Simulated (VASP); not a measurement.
# Sn in VASP: further runs

The runs below take Sn through single point, with PBE+D3(BJ).

Everything below comes from runs of VASP 6.6.1. Logs are shortened: lines on timing, memory, paths and dates and some standing lists are left out, and cuts for length are marked.

### 1 The cell of the first run

The typed cell holds 1 atom: a = 3.031 Å, b = 3.031 Å, c = 3.031 Å, α = 115.65°, β = 115.64°, γ = 97.72°.

### 2 Single point, PBE+D3(BJ) (strain -0.080 along x and y, -0.080 along z)

File INCAR:

```
  PREC = Accurate
  ENCUT = 520
  EDIFF = 1E-6
  ISMEAR = 0
  SIGMA = 0.15
  LREAL = F
  LASPH = T
  NELM = 60
  ALGO = Fast
  ISIF = 2
  LWAVE = F
  LCHARG = F
  GGA = PE
  IVDW = 12
  NBANDS = 13
```

File KPOINTS:

```
Automatic mesh
0
Gamma
  24 24 24
```

File POSCAR:

```
Sn
1.0
   -1.6140540188      1.6142446000      1.9940914875
    1.6140540188     -1.6142446000      1.9940914875
    1.6140540188      1.6142446000     -1.9940914875
Sn
1
Direct
    0.0000000000      0.0000000000      0.0000000000
```

Potentials or basis: VASP PAW PBE potentials, release 64 (Sn_d).

Started as:

```bash
$ cat potpaw_PBE.64/Sn_d/POTCAR > POTCAR
$ mpirun -np 1 vasp_std > vasp.out
```

OUTCAR:

```text
PREC = Accurate
   ENCUT = 520
   EDIFF = 1E-6
   ISMEAR = 0
   LREAL = F
   LASPH = T
   NELM = 60
   ISIF = 2
   GGA = PE
   IVDW = 12
 IVDW          = 12

 ion  position               nearest neighbor table
   1  0.000  0.000  0.000-

  LATTYP: Found a body centered orthorhombic cell.
 ALAT       =     3.2281080376
 B/A-ratio  =     1.0001180761
 C/A-ratio  =     1.2354552352

  Lattice vectors:

 A1 = (  -1.6140540188,   1.6142446000,   1.9940914875)
 A2 = (   1.6140540188,  -1.6142446000,   1.9940914875)
 A3 = (   1.6140540188,   1.6142446000,  -1.9940914875)

Analysis of symmetry for initial positions (statically):
=====================================================================
 Subroutine PRICEL returns:
 Original cell was already a primitive cell.

 Routine SETGRP: Setting up the symmetry group for a
 body centered orthorhombic supercell.

 Subroutine GETGRP returns: Found  8 space group operations
 (whereof  8 operations were pure point group operations)
 out of a pool of  8 trial point group operations.

The static configuration has the point symmetry D_2h.

Analysis of symmetry for dynamics (positions and initial velocities):
=====================================================================
 Subroutine PRICEL returns:
 Original cell was already a primitive cell.

 Routine SETGRP: Setting up the symmetry group for a
 body centered orthorhombic supercell.

 Subroutine GETGRP returns: Found  8 space group operations
 (whereof  8 operations were pure point group operations)
 out of a pool of  8 trial point group operations.

The dynamic configuration has the point symmetry D_2h.

 Subroutine INISYM returns: Found  8 space group operations
 (whereof  8 operations are pure point group operations),
 and found     1 'primitive' translations

----------------------------------------------------------------------------------------

                                     Primitive cell

  volume of cell :      20.7822

  direct lattice vectors                    reciprocal lattice vectors
    -1.614054019  1.614244600  1.994091487     0.000000000  0.309742402  0.250740752
     1.614054019 -1.614244600  1.994091487     0.309778975  0.000000000  0.250740752
     1.614054019  1.614244600 -1.994091487     0.309778975  0.309742402  0.000000000

  length of vectors
     3.031065302  3.031065302  3.031065302     0.398511331  0.398539758  0.438067768

  position of ions in fractional coordinates (direct lattice)
     0.000000000  0.000000000  0.000000000

  ion indices of the primitive-cell ions
   primitive index   ion index
                 1           1

----------------------------------------------------------------------------------------

 KPOINTS: Automatic mesh

Automatic generation of k-mesh.
 Grid dimensions read from file:
 generate k-points for:   24   24   24

 Generating k-lattice:

  Cartesian coordinates                     Fractional coordinates (reciprocal lattice)
     0.000000000  0.012905933  0.010447531     0.041666667  0.000000000  0.000000000
     0.012907457  0.000000000  0.010447531     0.000000000  0.041666667  0.000000000
     0.012907457  0.012905933  0.000000000     0.000000000  0.000000000  0.041666667

  Length of vectors
     0.016604639  0.016605823  0.018252824

  Shift w.r.t. Gamma in fractional coordinates (k-lattice)
     0.000000000  0.000000000  0.000000000

 Subroutine IBZKPT returns following result:
 ===========================================

 Found   1963 irreducible k-points:

 Following reciprocal coordinates:
            Coordinates               Weight
  0.000000  0.000000  0.000000      1.000000
  0.041667  0.000000 -0.000000      4.000000
  0.083333  0.000000  0.000000      4.000000
  0.125000 -0.000000  0.000000      4.000000
  0.166667  0.000000  0.000000      4.000000
  0.208333  0.000000 -0.000000      4.000000
[... 16 lines left out ...]
  0.375000  0.041667 -0.000000      8.000000
  0.416667  0.041667 -0.000000      8.000000
 [... further k-points ...]
   k-points           NKPTS =   1963   k-points in BZ     NKDIM =   1963   number of bands    NBANDS=     13
   number of dos      NEDOS =    301   number of ions     NIONS =      1
   total plane-waves  NPLWV =  13824
   dimension x,y,z NGX =    24 NGY =   24 NGZ =   24
   dimension x,y,z NGXF=    48 NGYF=   48 NGZF=   48
   ions per type =               1
   NGX,Y,Z   is equivalent  to a cutoff of  13.16, 13.16, 13.16 a.u.
   NGXF,Y,Z  is equivalent  to a cutoff of  26.33, 26.33, 26.33 a.u.
 SYSTEM =  unknown system
   PREC   = accura    normal or accurate (medium, high low for compatibility)
   ISTART =      0    job   : 0-new  1-cont  2-samecut
   ICHARG =      2    charge: 1-file 2-atom 10-const
   ISPIN  =      1    spin polarized calculation?
   LNONCOLLINEAR =      F non collinear calculations
   LSORBIT =      F    spin-orbit coupling
   LASPH  =      T    aspherical Exc in radial PAW
   ENCUT  =  520.0 eV  38.22 Ry    6.18 a.u.   5.64  5.64  5.64*2*pi/ulx,y,z
   NELM   =     60;   NELMIN=  2; NELMDL= -5     # of ELM steps
   EDIFF  = 0.1E-05   stopping-criterion for ELM
   LREAL  =      F    real-space projection
[... 7 lines left out ...]
   TEBEG  =    0.0;   TEEND  =   0.0 temperature during run
   PSTRESS=    0.0 pullay stress
   NELECT =      14.0000    total number of electrons
   NUPDOWN=      -1.0000    fix difference up-down
   EMIN   =  10.00;   EMAX   =-10.00  energy-range for DOS
   EFERMI =   0.00;   METHOD = LEGACY
   ISMEAR =     0;   SIGMA  =   0.15  broadening in eV -4-tet -1-fermi 0-gaus
   EFERMI_NEDOS =   21; number of points for ismear=-14 and -15
   IALGO  =     68    algorithm
   IMIX   =      4    mixing-type and parameters
     AMIX     =   0.40;   BMIX     =  1.00
     AMIX_MAG =   1.60;   BMIX_MAG =  1.00
  volume/ion in A,a.u.               =      20.78       140.25
  Fermi-wavevector in a.u.,A,eV,Ry     =   1.435115  2.711974 28.021945  2.059555
  Thomas-Fermi vector in A             =   2.554449
   LORBIT       =      0    0 simple, 1 ext, 2 COOP (PROOUT), +10 PAW based schemes
   GGA     = PE    functional components
   LHFCALC =     F    Hartree Fock is set to
   AEXX    =    0.0000 exact exchange contribution
   IVDW    =    12    specifies the selected vdW correction
   LEPSILON=     F    determine dielectric tensor
   LRPA    =     F    only Hartree local field effects (RPA)
 non-spin polarized calculation
 RMM-DIIS sequential band-by-band and
 Gauss-broadening in eV      SIGMA  =   0.15
  energy-cutoff  :      520.00
  volume of cell :       20.78
 maximum number of plane-waves:       575
   NGX = 11   NGY = 11   NGZ = 11

 number of electron      13.9999994 magnetization

 Free energy of the ion-electron system (eV)
  ---------------------------------------------------
  ext. energy  EPLUGINS =         0.00000000
  ---------------------------------------------------
  free energy    TOTEN  =        -3.31618645 eV

  energy without entropy =       -3.31138020  energy(sigma->0) =       -3.31378333

 E-fermi :  11.9230     XC(G=0): -11.6885

 val. band max:       11.9194734716   @ k =  -0.2500  -0.2917   0.1250
 cond. band min:      11.9233310831   @ k =  -0.2500  -0.2083   0.0417
 fundamental gap:      0.0038576115
 Fermi energy:        11.9229503076

 k-point     1 :       0.0000    0.0000    0.0000
  band No.  band energies     occupation
      1     -10.0333      2.00000
      2     -10.0332      2.00000
      3      -9.9029      2.00000
      4      -9.8668      2.00000
      5      -9.7231      2.00000
      6      -1.5386      2.00000
      7      21.8315      0.00000
      8      22.1956      0.00000
      9      22.1990      0.00000
     10      22.8560      0.00000
     11      25.6801      0.00000
     12      25.6834      0.00000
     13      26.0372      0.00000

 k-point     2 :       0.0417    0.0000   -0.0000
  band No.  band energies     occupation
      1     -10.0312      2.00000
      2     -10.0296      2.00000
      3      -9.9018      2.00000
      4      -9.8665      2.00000
      5      -9.7245      2.00000
      6      -1.4937      2.00000
      7      21.3467      0.00000
      8      21.9452      0.00000
      9      22.0429      0.00000
     10      22.7574      0.00000
     11      25.8810      0.00000
     12      25.9564      0.00000
     13      26.5271      0.00000

 k-point     3 :       0.0833    0.0000    0.0000
  band No.  band energies     occupation
      1     -10.0255      2.00000
      2     -10.0204      2.00000
      3      -9.8973      2.00000
      4      -9.8655      2.00000
      5      -9.7284      2.00000
      6      -1.3588      2.00000
      7      19.9121      0.00000
      8      21.6517      0.00000
      9      21.7264      0.00000
     10      22.7447      0.00000
     11      26.1869      0.00000
     12      26.3432      0.00000
     13      26.4668      0.00000
[... 305 lines left out ...]
 k-point    23 :       0.3750    0.0417   -0.0000
  band No.  band energies     occupation
      1     -10.0422      2.00000
      2     -10.0147      2.00000
      3      -9.8727      2.00000
      4      -9.7045      2.00000
      5      -9.6344      2.00000
      6       2.5436      2.00000
      7       8.4141      2.00000
      8      17.7326      0.00000
      9      19.5378      0.00000
     10      23.0739      0.00000
     11      23.8893      0.00000
     12      24.2056      0.00000
     13      27.6313      0.00000

 k-point    24 :       0.4167    0.0417   -0.0000
  band No.  band energies     occupation
      1     -10.0483      2.00000
      2     -10.0198      2.00000
      3      -9.8768      2.00000
      4      -9.6917      2.00000
      5      -9.6104      2.00000
      6       3.4395      2.00000
      7       7.1482      2.00000
      8      17.6221      0.00000
      9      19.3421      0.00000
     10      23.0142      0.00000
     11      23.7080      0.00000
     12      24.0245      0.00000
     13      27.5769      0.00000

 [... further k-points ...]

------------------------ aborting loop because EDIFF is reached ----------------------------------------

 Edisp (eV)   -0.50653

 E8    (eV) :    -0.2432

  FORCE on cell =-STRESS in cart. coord.  units (eV):
  Direction    XX          YY          ZZ          XY          YZ          ZX
  --------------------------------------------------------------------------------------
  -------------------------------------------------------------------------------------
  Total       3.20623     3.20588     2.92080     0.00000     0.00000     0.00000
  in kB     247.17994   247.15292   225.17521     0.00000     0.00000     0.00000
  external pressure =      239.84 kB  Pullay stress =        0.00 kB

 VOLUME and BASIS-vectors are now :
 -----------------------------------------------------------------------------
  energy-cutoff  :      520.00
  volume of cell :       20.78
      direct lattice vectors                 reciprocal lattice vectors
    -1.614054019  1.614244600  1.994091487     0.000000000  0.309742402  0.250740752
     1.614054019 -1.614244600  1.994091487     0.309778975  0.000000000  0.250740752
     1.614054019  1.614244600 -1.994091487     0.309778975  0.309742402  0.000000000

 POSITION                                       TOTAL-FORCE (eV/Angst)
 -----------------------------------------------------------------------------------
      0.00000      0.00000      0.00000         0.000000     -0.000000      0.000000
 -----------------------------------------------------------------------------------
    total drift:                                0.000000      0.000000     -0.000000

  FREE ENERGIE OF THE ION-ELECTRON SYSTEM (eV)
  ---------------------------------------------------
  free  energy   TOTEN  =        -3.8227205419 eV

  energy  without entropy=       -3.8179142888  energy(sigma->0) =       -3.82031742
```

It took 3.3 min on 1 thread of Intel Xeon Platinum 8488C (Sapphire Rapids), shared host; peak memory 0.57 GiB.

What came out:

```
Free energy                : -3.8227 eV
Pressure                   : 24.0 GPa
Band gap on the k mesh     : zero (band 7 reaches 21.83 eV, above the bottom of band 8 at 8.82 eV)
Dispersion energy per atom : -0.507 eV
```

Stress tensor (GPa, compression positive):
```
24.72  0.00  0.00
 0.00 24.72  0.00
 0.00  0.00 22.52
```

Caveat: the cell differs from its parent crystal (strain -0.080 along x and y, -0.080 along z); spin-orbit coupling is left out, which moves the levels of the heavy elements; pairwise dispersion overbinds metals, which lowers pressure and volume.

### 3 Single point, PBE+D3(BJ) (strain -0.080 along x and y, -0.040 along z)

File INCAR:

```
SYSTEM = Sn
  PREC = Accurate
  ENCUT = 520
  EDIFF = 1E-6
  ISMEAR = 0
  SIGMA = 0.15
  LREAL = .False.
  LASPH = .True.
  NELM = 100
  ALGO = Fast
  ISIF = 2
  LWAVE = .False.
  LCHARG = .False.
  GGA = PE
  IVDW = 12
  NBANDS = 13
```

File KPOINTS:

```
regular mesh
0
Gamma
  24 24 24
  0 0 0
```

File POSCAR:

```
Sn
1.0
   -1.6140540188      1.6142446000      2.0807911174
    1.6140540188     -1.6142446000      2.0807911174
    1.6140540188      1.6142446000     -2.0807911174
Sn
1
Direct
    0.0000000000      0.0000000000      0.0000000000
```

Potentials or basis: VASP PAW PBE potentials, release 64 (Sn_d).

Started as:

```bash
$ cat potpaw_PBE.64/Sn_d/POTCAR > POTCAR
$ mpirun -np 1 vasp_std > vasp.out
```

It took 3.3 min on 1 thread of Intel Xeon Platinum 8488C (Sapphire Rapids), shared host; peak memory 0.58 GiB.

Results (log left out):

```yaml
Free_energy: -3.9364 eV
Pressure: 18.1 GPa
Band_gap_on_the_k_mesh: zero (band 7 reaches 20.77 eV, above the bottom of band 8 at 8.44 eV)
Dispersion_energy_per_atom: -0.485 eV
```

Stress tensor (GPa, compression positive):
```
18.34  0.00  0.00
 0.00 18.33  0.00
 0.00  0.00 17.68
```

Levels at points of the mesh, in eV from the Fermi level:
| k point | band 5 | band 6 | band 7 | band 8 | band 9 | band 10 |
| --- | --- | --- | --- | --- | --- | --- |
| (0.00, 0.00, 0.00) | -21.61 | -13.05 | 9.52 | 9.79 | 9.79 | 10.81 |
| (0.50, 0.00, 0.00) | -21.49 | -7.22 | -6.00 | 6.22 | 7.57 | 10.82 |
| (0.00, 0.50, 0.00) | -21.49 | -7.21 | -6.00 | 6.22 | 7.57 | 10.82 |
| (0.50, 0.50, 0.00) | -21.44 | -5.27 | -5.08 | 2.53 | 3.12 | 6.64 |
| (0.50, 0.50, 0.50) | -21.47 | -3.97 | -3.43 | 1.33 | 1.34 | 5.10 |

Caveat: the cell differs from its parent crystal (strain -0.080 along x and y, -0.040 along z); spin-orbit coupling is left out, which moves the levels of the heavy elements; pairwise dispersion overbinds metals, which lowers pressure and volume.

### 4 Single point, PBE+D3(BJ) (strain -0.080 along x and y, +0.000 along z)

File INCAR:

```
ALGO = Fast
EDIFF = 1E-7
ENCUT = 520
GGA = PE
ISIF = 2
ISMEAR = 0
IVDW = 12
LASPH = T
LCHARG = T
LELF = T
LREAL = F
LVHAR = T
LWAVE = F
NBANDS = 13
NELM = 100
PREC = Accurate
SIGMA = 0.15
```

File KPOINTS:

```
k-points
0
Gamma
  24 24 24
```

File POSCAR:

```
Sn
1.0
   -1.6140540188      1.6142446000      2.1674907473
    1.6140540188     -1.6142446000      2.1674907473
    1.6140540188      1.6142446000     -2.1674907473
Sn
1
Direct
    0.0000000000      0.0000000000      0.0000000000
```

Started as:

```bash
$ cat potpaw_PBE.64/Sn_d/POTCAR > POTCAR
$ mpirun -np 1 vasp_std > vasp.out
```

Run time: 3.9 min. Hardware: 1 thread of Intel Xeon Platinum 8488C (Sapphire Rapids), shared host; peak memory 0.61 GiB.

The run converged. Its results:

```
Free energy                : -4.0230 eV
Pressure                   : 13.2 GPa
Band gap on the k mesh     : zero (band 7 reaches 19.83 eV, above the bottom of band 8 at 8.09 eV)
Dispersion energy per atom : -0.465 eV
```

Stress tensor (GPa, compression positive):
```
13.38  0.00  0.00
 0.00 13.37  0.00
 0.00  0.00 12.96
```

Levels at points of the mesh, in eV from the Fermi level:
```
           k point  band 5  band 6  band 7  band 8  band 9  band 10
(0.00, 0.00, 0.00)  -21.61  -12.69    9.17    9.32    9.33    10.71
(0.50, 0.00, 0.00)  -21.49   -7.17   -5.76    6.36    7.27    10.25
(0.00, 0.50, 0.00)  -21.49   -7.17   -5.76    6.35    7.27    10.25
(0.50, 0.50, 0.00)  -21.45   -5.05   -4.73    2.32    2.67     6.29
(0.50, 0.50, 0.50)  -21.47   -4.15   -4.07    1.70    1.70     5.41
```

Caveat: the cell differs from its parent crystal (strain -0.080 along x and y, +0.000 along z); spin-orbit coupling is left out, which moves the levels of the heavy elements; pairwise dispersion overbinds metals, which lowers pressure and volume.

### 5 The runs side by side

```csv
cell,further INCAR settings,gap on the mesh (eV),pressure (GPa)
"a = 3.031 Å, angles 115.7, 115.6, 97.7°, 1 atom",ALGO = Fast; EDIFF = 1e-06; NBANDS = 13,none,24.0
"a = 3.089 Å, angles 117.0, 117.0, 95.3°, 1 atom",ALGO = Fast; EDIFF = 1e-06; NBANDS = 13,none,18.1
"a = 3.148 Å, angles 118.3, 118.3, 93.0°, 1 atom",ALGO = Fast; EDIFF = 1e-07; NBANDS = 13,none,13.2
```

Alike in all rows: task single point; level PBE+D3(BJ); potentials or basis VASP PAW PBE potentials, release 64 (Sn_d); no spin polarisation; k mesh 24 × 24 × 24; cutoff (eV) 520; smearing gaussian 0.15 eV.

Caveats: spin-orbit coupling is left out, which moves the levels of the heavy elements; pairwise dispersion overbinds metals, which lowers pressure and volume.

Absolute energies hang on the potentials; compare differences alone.
